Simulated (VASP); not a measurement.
# Te in VASP: a series of runs, part 3 of 3

VASP 6.6.1. Earlier steps stand in the parts before.

## Step 5: Single point, r2SCAN (shear xy strain +0.8%)

File POSCAR:

```
Te
1.0
    4.4712576995      0.0167672164      0.0000000000
   -2.2211080144      3.8638391464      0.0000000000
    0.0000000000      0.0000000000      5.9487470455
Te
3
Direct
    0.2634853628     -0.0011800536      0.3331192251
   -0.0005941957      0.2646506465      0.6667630767
    0.7371088329      0.7365294071      0.0001176982
```

File INCAR.step1:

```
ALGO     = Normal         # electronic algorithm
EDIFF    = 1E-4           # SCF threshold, eV
ENCUT    = 520            # plane-wave cutoff, eV
GGA      = PE             # functional
ISMEAR   = 0              # smearing method
LASPH    = T              # aspherical terms in the spheres
LCHARG   = F              # write CHGCAR
LREAL    = F              # projectors in reciprocal space
LWAVE    = T              # write WAVECAR
NBANDS   = 16             # bands
NELM     = 100            # most SCF steps
PREC     = Accurate       # precision mode
SIGMA    = 0.01           # smearing width, eV
```

File INCAR.step2:

```
ALGO     = Normal         # electronic algorithm
EDIFF    = 1E-7           # SCF threshold, eV
ENCUT    = 520            # plane-wave cutoff, eV
ISIF     = 2              # what is computed and relaxed
ISMEAR   = 0              # smearing method
ISTART   = 1            
LASPH    = T              # aspherical terms in the spheres
LCHARG   = T              # write CHGCAR
LELF     = T              # ELF
LMIXTAU  = T            
LREAL    = F              # projectors in reciprocal space
LVHAR    = T            
LWAVE    = F              # write WAVECAR
METAGGA  = R2SCAN         # meta-GGA
NBANDS   = 16             # bands
NELM     = 100            # most SCF steps
PREC     = Accurate       # precision mode
SIGMA    = 0.01           # smearing width, eV
```

File KPOINTS:

```
k-points
0
Gamma
  6 6 4
```

Potentials or basis: VASP PAW PBE potentials, release 64 (Te).

Command:

```bash
$ cat potpaw_PBE.64/Te/POTCAR > POTCAR
$ cp INCAR.step1 INCAR
$ mpirun -np 1 vasp_std > vasp.out
$ cp INCAR.step2 INCAR
$ mpirun -np 1 vasp_std > vasp.out
```

OUTCAR:

```text
EDIFF = 1E-7
   ENCUT = 520
   ISIF = 2
   ISMEAR = 0
   ISTART = 1
   LASPH = T
   LREAL = F
   METAGGA = R2SCAN
   NELM = 100
   PREC = Accurate

 ion  position               nearest neighbor table
   1  0.263  0.999  0.333-   3 2.85   2 2.85   2 3.49   3 3.50   2 3.51   3 3.51
   2  0.999  0.265  0.667-   3 2.85   1 2.85   3 3.49   1 3.49   1 3.51   3 3.52
   3  0.737  0.737  0.000-   1 2.85   2 2.85   2 3.49   1 3.50   1 3.51   2 3.52

  Warning from LATTYP: Monoclinic adjustment (A1->A3, A2->A1, A3->A2)!
  LATTYP: Found a simple monoclinic cell.
 ALAT       =     4.4567447494
 B/A-ratio  =     1.3347740066
 C/A-ratio  =     1.0032634556
 COS(beta)  =    -0.4951154321

  Lattice vectors:

 A1 = (  -2.2211080144,   3.8638391464,   0.0000000000)
 A2 = (   0.0000000000,   0.0000000000,   5.9487470455)
 A3 = (   4.4712576995,   0.0167672164,   0.0000000000)

Analysis of symmetry for initial positions (statically):
=====================================================================
 Subroutine PRICEL returns:
 Original cell was already a primitive cell.

 Routine SETGRP: Setting up the symmetry group for a
 simple monoclinic supercell.

 Subroutine GETGRP returns: Found  1 space group operations
 (whereof  1 operations were pure point group operations)
 out of a pool of  4 trial point group operations.

The static configuration has the point symmetry C_1 .

Analysis of symmetry for dynamics (positions and initial velocities):
=====================================================================
 Subroutine PRICEL returns:
 Original cell was already a primitive cell.

 Routine SETGRP: Setting up the symmetry group for a
 simple monoclinic supercell.

 Subroutine GETGRP returns: Found  1 space group operations
 (whereof  1 operations were pure point group operations)
[... 116 lines left out ...]
   NUPDOWN=      -1.0000    fix difference up-down
   EMIN   =  10.00;   EMAX   =-10.00  energy-range for DOS
   EFERMI =   0.00;   METHOD = LEGACY
   ISMEAR =     0;   SIGMA  =   0.01  broadening in eV -4-tet -1-fermi 0-gaus
   EFERMI_NEDOS =   21; number of points for ismear=-14 and -15
   IALGO  =     38    algorithm
   IMIX   =      4    mixing-type and parameters
     AMIX     =   0.40;   BMIX     =  1.00
     AMIX_MAG =   1.60;   BMIX_MAG =  1.00
  volume/ion in A,a.u.               =      34.33       231.68
  Fermi-wavevector in a.u.,A,eV,Ry     =   0.915298  1.729662 11.398559  0.837770
  Thomas-Fermi vector in A             =   2.040023
   LORBIT       =      0    0 simple, 1 ext, 2 COOP (PROOUT), +10 PAW based schemes
   METAGGA = R2SCAN    functional components
   LHFCALC =     F    Hartree Fock is set to
   AEXX    =    0.0000 exact exchange contribution
   IVDW    =     0    specifies the selected vdW correction
   LEPSILON=     F    determine dielectric tensor
   LRPA    =     F    only Hartree local field effects (RPA)
 non-spin polarized calculation
 Gauss-broadening in eV      SIGMA  =   0.01
  energy-cutoff  :      520.00
  volume of cell :      102.99
 maximum number of plane-waves:      2818
 NGX is ok and might be reduce to    36
   NGX = 17   NGY = 17   NGZ = 23

 number of electron      17.9999997 magnetization

 Free energy of the ion-electron system (eV)
  ---------------------------------------------------
  ext. energy  EPLUGINS =         0.00000000
  ---------------------------------------------------
  free energy    TOTEN  =       -76.22862021 eV

  energy without entropy =      -76.22862021  energy(sigma->0) =      -76.22862021

 E-fermi :   5.7503     XC(G=0):  -9.4357

 val. band max:        5.6446973254   @ k =   0.3333   0.3333   0.5000
 cond. band min:       5.9646894584   @ k =   0.3333   0.3333   0.5000
 fundamental gap:      0.3199921331
 Fermi energy:         5.7503188907

 k-point     1 :       0.0000    0.0000    0.0000
  band No.  band energies     occupation
      1      -8.4853      2.00000
      2      -4.9889      2.00000
      3      -4.9883      2.00000
      4       2.4396      2.00000
      5       2.7597      2.00000
      6       2.7826      2.00000
[... 433 lines left out ...]
      3      -4.4078      2.00000
      4       1.0072      2.00000
      5       1.4627      2.00000
      6       2.2972      2.00000
[... 8 lines left out ...]
     15      12.3778      0.00000
     16      13.2097      0.00000

 [... further k-points ...]
[... 5 lines left out ...]
  --------------------------------------------------------------------------------------
  -------------------------------------------------------------------------------------
  Total        0.6020700      0.6018207      0.5096976     -0.0545176      0.0011788     -0.0569207
  in kB        9.3658702      9.3619923      7.9289154     -0.8480815      0.0183373     -0.8854645
  external PRESSURE =       8.8855926 kB  Pullay stress =       0.0000000 kB

 VOLUME and BASIS-vectors are now :
 -----------------------------------------------------------------------------
  energy-cutoff  :      520.00
  volume of cell :      102.99
      direct lattice vectors                 reciprocal lattice vectors
     4.471257699  0.016767216  0.000000000     0.223169639  0.128287917  0.000000000
    -2.221108014  3.863839146  0.000000000    -0.000968450  0.258253238  0.000000000
     0.000000000  0.000000000  5.948747046     0.000000000  0.000000000  0.168102626

 POSITION                                       TOTAL-FORCE (eV/Angst)
 -----------------------------------------------------------------------------------
     -1.04038      3.86370      1.98164         0.004745      0.000345      0.000133
      3.88078      1.03932      3.96640        -0.002141      0.004035      0.000316
      1.65989      2.85819      0.00070        -0.002604     -0.004380     -0.000449
 -----------------------------------------------------------------------------------
    total drift:                                0.000070     -0.000056      0.000010

  FREE ENERGIE OF THE ION-ELECTRON SYSTEM (eV)
  ---------------------------------------------------
  free  energy   TOTEN  =       -76.2286202109 eV

  energy  without entropy=      -76.2286202109  energy(sigma->0) =      -76.22862021
```

It took 7.9 min on 1 thread of Intel Xeon Platinum 8259CL at 2.50GHz (Skylake/Cascade Lake), shared host; peak memory 0.3 GiB.

Results:

| Property | Result |
| --- | --- |
| Free energy | -76.2286 eV |
| Pressure | 0.9 GPa |
| Largest force | 0.005 eV/Å |
| Band gap on the k mesh | 0.32 eV |

Forces on the atoms (eV/Å):
```
Te   0.005  0.000  0.000
Te  -0.002  0.004  0.000
Te  -0.003 -0.004  0.000
```

Stress tensor (GPa, compression positive):
```
 0.94 -0.08 -0.09
-0.08  0.94  0.00
-0.09  0.00  0.79
```

Caveat: the cell differs from its parent crystal (shear xy strain +0.8%); the PAW data sets were made with another functional, which shifts forces and pressure a little; spin-orbit coupling is left out, which moves the levels of the heavy elements. A k mesh can miss the band edges.

## Step 6: The runs side by side

| level | cell | smearing | gap on the mesh (eV) | pressure (GPa) | largest force (eV/Å) |
| --- | --- | --- | --- | --- | --- |
| PBE | a = 4.208, b = 4.208, c = 5.949 Å, angles 90.0, 90.0, 120.0°, 3 atoms, biaxial xy strain -5.9% | fermi-dirac 0.02 eV | none | 5.7 | 0.18 |
| r2SCAN | a = 4.208, b = 4.208, c = 5.949 Å, angles 90.0, 90.0, 120.0°, 3 atoms, biaxial xy strain -5.9% | fermi-dirac 0.02 eV | 0.05 | 5.3 | 0.01 |
| PBE | a = 4.471, b = 4.457, c = 5.949 Å, angles 90.0, 90.0, 119.7°, 3 atoms, shear xy strain +0.8% | fermi-dirac 0.02 eV | 0.15 | 1.4 | 0.23 |
| r2SCAN | a = 4.471, b = 4.457, c = 5.949 Å, angles 90.0, 90.0, 119.7°, 3 atoms, shear xy strain +0.8% | gaussian 0.01 eV | 0.32 | 0.9 | 0.01 |

Alike in all rows: task single point; potentials or basis VASP PAW PBE potentials, release 64 (Te); no spin polarisation; k mesh 6 × 6 × 4; cutoff (eV) 520.

Caveats: spin-orbit coupling is left out, which moves the levels of the heavy elements; the cell stands under pressure (at least some runs); the PAW data sets were made with another functional, which shifts forces and pressure a little (at least some runs).

Total energies depend on the potentials used, so only differences within one code and one set of settings carry meaning.
